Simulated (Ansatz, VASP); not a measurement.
# Ge: VASP beside Ansatz

INCAR

```
  PREC = Accurate
  ENCUT = 520
  EDIFF = 1E-7
  ISMEAR = 0
  SIGMA = 0.05
  LREAL = False
  LASPH = True
  NELM = 60
  ALGO = Normal
  ISIF = 2
  LWAVE = False
  LCHARG = False
  GGA = CA
  NBANDS = 36
```

File KPOINTS:

```
regular mesh
0
Gamma
  6 6 6
```

POSCAR

```
Ge
1.0
    0.0000000000      2.8857400000      5.1156650000
    2.6304970000      0.0000000000      5.1156650000
    2.6304970000      2.8857400000      0.0000000000
Ge
4
Direct
    0.7818670000      0.7818670000      0.2181330000
    0.2181330000      0.2181330000      0.7818670000
    0.2735100000      0.7264900000      0.2735100000
    0.7264900000      0.2735100000      0.7264900000
```

Input for Ansatz:

```yaml
crystal:
  lattice:
    - [0.0, 2.88574, 5.115665]
    - [2.630497, 0.0, 5.115665]
    - [2.630497, 2.88574, 0.0]
  atoms:
    - { symbol: Ge, position: [0.781867, 0.781867, 0.218133] }
    - { symbol: Ge, position: [0.218133, 0.218133, 0.781867] }
    - { symbol: Ge, position: [0.27351, 0.72649, 0.27351] }
    - { symbol: Ge, position: [0.72649, 0.2735099999999999, 0.7264900000000001] }
kpoints:
  mp_grid:
    grid: [6, 6, 6]
hamiltonian:
  xc: lda
scf:
  convergence:
    dr2_threshold: 1.0e-09
  occupations:
    method: gaussian
    width: 0.05
output:
  stress: true
```

Alike in both runs: task single point; functional LDA; k mesh 6 × 6 × 6; occupations gaussian, width 0.05 eV; no spin polarisation.

|  | VASP | Ansatz |
| --- | --- | --- |
| version | VASP 6.6.1 | Ansatz 0.2.0 |
| potentials or method | VASP PAW LDA potentials, release 64 (Ge_d) | plane waves, PAW |
| plane-wave cutoff (eV) | 520 | 420 |
| valence electrons in the cell | 56 | 56 |

VASP gave:

| Property | Result |
| --- | --- |
| pressure (GPa) | -4.9 |
| traceless stress, the component that is largest in VASP (GPa) | 2.21 |

Question: Estimate Ansatz's values.

Answer: Pressure (GPa): -5.0; traceless stress, the component that is largest in VASP (GPa): 2.19.

LDA's correlation is that of Perdew and Zunger in VASP and of Perdew and Wang (1992) in Ansatz. Ansatz's warnings: stress scf threshold loose.
